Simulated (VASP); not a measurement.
# TaSi2 (P6_222) in VASP: single point with PBE

Aim: the single point of TaSi2 with PBE.

Program: VASP 6.6.1. These are calculated values, not measurements. Logs are shortened: lines on timing, memory, paths and dates and some standing lists are left out, and cuts for length are marked.

## 1. The cell of the first run

Symmetry: P6_222, No. 180, hexagonal system. The conventional cell has a = 4.806 Å, b = 4.806 Å, c = 6.595 Å, α = 90.00°, β = 90.00°, γ = 120.00°. Within 3.5 Å of Ta (site symmetry 222) lie 10 Si at 2.62 to 2.84 Å and 4 Ta at 3.26 Å. Si (site symmetry 2) has 9 Si at 2.57 to 3.34 Å and 5 Ta at 2.62 to 2.84 Å within 3.4 Å.

## 2. Single point, PBE

INCAR

```
  PREC = Accurate
  ENCUT = 520
  EDIFF = 1E-6
  ISMEAR = 1
  SIGMA = 0.1
  LREAL = F
  LASPH = T
  NELM = 60
  ALGO = Normal
  ISIF = 2
  LWAVE = F
  LCHARG = F
  GGA = PE
  NBANDS = 38
```

KPOINTS

```
Automatic mesh
0
Gamma
  12 12 8
```

POSCAR

```
TaSi2
1.0
    4.8062029638      0.0000000000      0.0000000000
   -2.4031014819      4.1622938624      0.0000000000
    0.0000000000      0.0000000000      6.5952407707
Ta Si
3 6
Direct
    0.5000000000      0.0000000000      0.5000000000
    0.5000000000      0.5000000000      0.8333333333
    0.0000000000      0.5000000000      0.1666666667
    0.1588834048      0.3177668096      0.5000000000
    0.8411165952      0.1588834048      0.8333333333
    0.6822331904      0.8411165952      0.1666666667
    0.8411165952      0.6822331904      0.5000000000
    0.1588834048      0.8411165952      0.8333333333
    0.3177668096      0.1588834048      0.1666666667
```

Potentials or basis: VASP PAW PBE potentials, release 64 (Ta_pv, Si).

Command:

```bash
$ cat potpaw_PBE.64/Ta_pv/POTCAR potpaw_PBE.64/Si/POTCAR > POTCAR
$ mpirun -np 1 vasp_std > vasp.out
```

OUTCAR:

```text
PREC = Accurate
   ENCUT = 520
   EDIFF = 1E-6
   ISMEAR = 1
   LREAL = F
   LASPH = T
   NELM = 60
   ISIF = 2
   GGA = PE

 ion  position               nearest neighbor table
   1  0.500  0.000  0.500-   5 2.62   6 2.62   8 2.62   9 2.62   7 2.74   4 2.74   4 2.74   7 2.74
                             4 2.84   7 2.84   2 3.26   2 3.26   3 3.26   3 3.26
   2  0.500  0.500  0.833-   4 2.62   7 2.62   6 2.62   9 2.62   8 2.74   5 2.74   8 2.74   5 2.74
                             8 2.84   5 2.84   1 3.26   1 3.26   3 3.26   3 3.26
   3  0.000  0.500  0.167-   4 2.62   7 2.62   5 2.62   8 2.62   6 2.74   9 2.74   9 2.74   6 2.74
                             6 2.84   9 2.84   1 3.26   1 3.26   2 3.26   2 3.26
   4  0.159  0.318  0.500-   5 2.57   9 2.57   2 2.62   3 2.62   7 2.65   1 2.74   1 2.74   1 2.84
                             7 2.84   7 2.84
   5  0.841  0.159  0.833-   4 2.57   6 2.57   1 2.62   3 2.62   8 2.65   2 2.74   2 2.74   2 2.84
                             8 2.84   8 2.84
   6  0.682  0.841  0.167-   7 2.57   5 2.57   1 2.62   2 2.62   9 2.65   3 2.74   3 2.74   3 2.84
                             9 2.84   9 2.84
   7  0.841  0.682  0.500-   6 2.57   8 2.57   2 2.62   3 2.62   4 2.65   1 2.74   1 2.74   1 2.84
                             4 2.84   4 2.84
   8  0.159  0.841  0.833-   7 2.57   9 2.57   1 2.62   3 2.62   5 2.65   2 2.74   2 2.74   2 2.84
                             5 2.84   5 2.84
   9  0.318  0.159  0.167-   4 2.57   8 2.57   1 2.62   2 2.62   6 2.65   3 2.74   3 2.74   3 2.84
                             6 2.84   6 2.84

  LATTYP: Found a hexagonal cell.
 ALAT       =     4.8062029638
 C/A-ratio  =     1.3722351762

  Lattice vectors:

 A1 = (   4.8062029638,   0.0000000000,   0.0000000000)
 A2 = (  -2.4031014819,   4.1622938624,   0.0000000000)
 A3 = (   0.0000000000,   0.0000000000,   6.5952407707)

Analysis of symmetry for initial positions (statically):
=====================================================================
 Subroutine PRICEL returns:
 Original cell was already a primitive cell.

 Routine SETGRP: Setting up the symmetry group for a
 hexagonal supercell.

 Subroutine GETGRP returns: Found 12 space group operations
 (whereof  4 operations were pure point group operations)
 out of a pool of 24 trial point group operations.

The static configuration has the point symmetry D_2 .
 The point group associated with its full space group is D_6 .

Analysis of symmetry for dynamics (positions and initial velocities):
=====================================================================
 Subroutine PRICEL returns:
 Original cell was already a primitive cell.

 Routine SETGRP: Setting up the symmetry group for a
 hexagonal supercell.

[... 126 lines left out ...]
   ISYM   =      2    0-nonsym 1-usesym 2-fastsym
   POTIM  = 0.5000    time-step for ionic-motion
   TEBEG  =    0.0;   TEEND  =   0.0 temperature during run
   PSTRESS=    0.0 pullay stress
   NELECT =      57.0000    total number of electrons
   NUPDOWN=      -1.0000    fix difference up-down
   EMIN   =  10.00;   EMAX   =-10.00  energy-range for DOS
   EFERMI =   0.00;   METHOD = LEGACY
   ISMEAR =     1;   SIGMA  =   0.10  broadening in eV -4-tet -1-fermi 0-gaus
   EFERMI_NEDOS =   21; number of points for ismear=-14 and -15
   IALGO  =     38    algorithm
   IMIX   =      4    mixing-type and parameters
     AMIX     =   0.40;   BMIX     =  1.00
     AMIX_MAG =   1.60;   BMIX_MAG =  1.00
  volume/ion in A,a.u.               =      14.66        98.93
  Fermi-wavevector in a.u.,A,eV,Ry     =   1.237593  2.338712 20.839189  1.531637
  Thomas-Fermi vector in A             =   2.372154
   LORBIT       =      0    0 simple, 1 ext, 2 COOP (PROOUT), +10 PAW based schemes
   GGA     = PE    functional components
   LHFCALC =     F    Hartree Fock is set to
   AEXX    =    0.0000 exact exchange contribution
   IVDW    =     0    specifies the selected vdW correction
   LEPSILON=     F    determine dielectric tensor
   LRPA    =     F    only Hartree local field effects (RPA)
 non-spin polarized calculation
 Methfessel and Paxton  Order N= 1 SIGMA  =   0.10
  energy-cutoff  :      520.00
  volume of cell :      131.94
 maximum number of plane-waves:      3579
 NGX is ok and might be reduce to    36
   NGX = 17   NGY = 17   NGZ = 25

 number of electron      57.0000007 magnetization

 Free energy of the ion-electron system (eV)
  ---------------------------------------------------
  ext. energy  EPLUGINS =         0.00000000
  ---------------------------------------------------
  free energy    TOTEN  =       -72.26410045 eV

  energy without entropy =      -72.26466112  energy(sigma->0) =      -72.26428734

 E-fermi :   9.2198     XC(G=0): -12.0154

 val. band max:        9.2179623657   @ k =   0.3333   0.1667   0.3750
 cond. band min:       9.2449335765   @ k =   0.4167   0.0833   0.0000
 fundamental gap:      0.0269712108
 Fermi energy:         9.2198343750

 k-point     1 :       0.0000    0.0000    0.0000
  band No.  band energies     occupation
      1     -25.1883      2.00000
      2     -25.1839      2.00000
      3     -25.1839      2.00000
      4     -25.1177      2.00000
      5     -25.1177      2.00000
      6     -25.0302      2.00000
[... 973 lines left out ...]
     37      13.1538      0.00000
     38      13.3794      0.00000

 [... further k-points ...]
[... 5 lines left out ...]
  --------------------------------------------------------------------------------------
  -------------------------------------------------------------------------------------
  Total        0.0743394      0.0743394      0.0844135      0.0000000      0.0000000      0.0000000
  in kB        0.9027431      0.9027431      1.0250784      0.0000000      0.0000000      0.0000000
  external PRESSURE =       0.9435216 kB  Pullay stress =       0.0000000 kB

 VOLUME and BASIS-vectors are now :
 -----------------------------------------------------------------------------
  energy-cutoff  :      520.00
  volume of cell :      131.94
      direct lattice vectors                 reciprocal lattice vectors
     4.806202964  0.000000000  0.000000000     0.208064455  0.120126069  0.000000000
    -2.403101482  4.162293862  0.000000000     0.000000000  0.240252138  0.000000000
     0.000000000  0.000000000  6.595240771     0.000000000  0.000000000  0.151624487

 POSITION                                       TOTAL-FORCE (eV/Angst)
 -----------------------------------------------------------------------------------
      2.40310      0.00000      3.29762         0.000000     -0.000000      0.000000
      1.20155      2.08115      5.49603         0.000000     -0.000000     -0.000000
     -1.20155      2.08115      1.09921         0.000000     -0.000000      0.000000
      0.00000      1.32264      3.29762         0.000000     -0.004086      0.000000
      3.66076      0.66132      5.49603         0.003539     -0.002043     -0.000000
      1.25766      3.50097      1.09921         0.003539      0.002043      0.000000
      2.40310      2.83966      3.29762         0.000000      0.004086      0.000000
     -1.25766      3.50097      5.49603        -0.003539      0.002043      0.000000
      1.14544      0.66132      1.09921        -0.003539     -0.002043      0.000000
 -----------------------------------------------------------------------------------
    total drift:                                0.000000     -0.000000     -0.000000

  FREE ENERGIE OF THE ION-ELECTRON SYSTEM (eV)
  ---------------------------------------------------
  free  energy   TOTEN  =       -72.2641004473 eV

  energy  without entropy=      -72.2646611185  energy(sigma->0) =      -72.26428734
```

Wall time 5.8 min (1 thread of Intel Xeon Platinum 8259CL at 2.50GHz (Skylake/Cascade Lake), shared host); peak memory 0.49 GiB.

What came out:

```yaml
Free_energy: -72.2641 eV
Pressure: 0.1 GPa
Largest_force: 0.004 eV/Å
```

Forces in eV/Å, atoms in the order of the input:
```
Ta   0.000  0.000  0.000
Ta   0.000  0.000  0.000
Ta   0.000  0.000  0.000
Si   0.000 -0.004  0.000
Si   0.004 -0.002  0.000
Si   0.004  0.002  0.000
Si   0.000  0.004  0.000
Si  -0.004  0.002  0.000
Si  -0.004 -0.002  0.000
```

Caveat: spin-orbit coupling is left out, which moves the levels of the heavy elements.
